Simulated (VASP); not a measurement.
A run of VASP 6.6.1:

The input POSCAR:

```
KBr
1.0
    3.9758683590      0.0000000000      0.0000000000
    0.0000000000      3.9758683590      0.0000000000
    0.0000000000      0.0000000000      3.9758683590
K Br
1 1
Direct
    0.0000000000      0.0000000000      0.0000000000
    0.5000000000      0.5000000000      0.5000000000
```

File INCAR.step1:

```
ALGO = Normal
EDIFF = 1E-4
ENCUT = 520
GGA = PE
ISMEAR = 0
LASPH = T
LCHARG = F
LREAL = F
LWAVE = T
NBANDS = 15
NELM = 80
PREC = Accurate
SIGMA = 0.02
```

File INCAR.step2:

```
ALGO = Normal
EDIFF = 1E-6
ENCUT = 520
ISIF = 2
ISMEAR = 0
ISTART = 1
LASPH = T
LCHARG = F
LMIXTAU = T
LREAL = F
LWAVE = F
METAGGA = R2SCAN
NBANDS = 15
NELM = 80
PREC = Accurate
SIGMA = 0.02
```

The input KPOINTS:

```
k-points
0
Gamma
  6 6 6
```

Potentials or basis: VASP PAW PBE potentials, release 64 (K_sv, Br).

Launch:

```bash
$ cat potpaw_PBE.64/K_sv/POTCAR potpaw_PBE.64/Br/POTCAR > POTCAR
$ cp INCAR.step1 INCAR
$ mpirun -np 1 vasp_std > vasp.out
$ cp INCAR.step2 INCAR
$ mpirun -np 1 vasp_std > vasp.out
```

Hardware: 1 thread of Intel(R) Xeon(R) Platinum 8488C (Sapphire Rapids) (shared host).

Task: How long does it take, and how much memory?

Result: Run time: 38 s on 1 thread of Intel(R) Xeon(R) Platinum 8488C (Sapphire Rapids), on a shared host, peak memory 0.17 GiB. Counts: k points 20.
